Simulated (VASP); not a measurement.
**Ti4C: single point with PBE**

System: Ti4C, a slab with vacuum.

```
Ti C
1.0
     2.93846    0.00000    0.00000
    -1.46923    2.54478    0.00000
     0.00000    0.00000   22.40461
Ti C
4 1
Direct
  0.66667 0.33333 0.17853
  0.33333 0.66667 0.28232
  0.66667 0.33333 0.39019
  0.33333 0.66667 0.48671
  0.33333 0.83333 0.56982
```

```yaml
Program: VASP 6.6.1
Task: single point
Functional: PBE
Potentials_or_basis: VASP PAW PBE potentials, release 64 (Ti_sv, C)
Cutoff: 520 eV
k_mesh: 9 × 9 × 1
Occupations: gaussian, width 0.1 eV
Spin: no spin polarisation
```

| Property | Result |
| --- | --- |
| Largest force | 1.403 eV/Å |
| Band gap on the k mesh | zero (bands 26 and 27 overlap by 1.00 eV) |

Forces on the atoms (eV/Å):
```
Ti   0.002  0.005  0.557
Ti  -0.024  0.011 -0.384
Ti  -0.126  0.117 -0.900
Ti   0.630 -1.039  0.701
C   -0.483  0.907  0.026
```

Levels at points of the mesh, in eV from the Fermi level:
```
           k point  band 23  band 24  band 25  band 26  band 27  band 28  band 29  band 30
(0.00, 0.00, 0.00)    -0.13     0.36     0.49     0.71     0.72     0.73     0.75     0.91
```

Wall time 5.7 min on 1 thread of AMD EPYC 9R45 96-Core Processor (Zen 5), with other jobs on the host, peak memory 0.38 GiB.
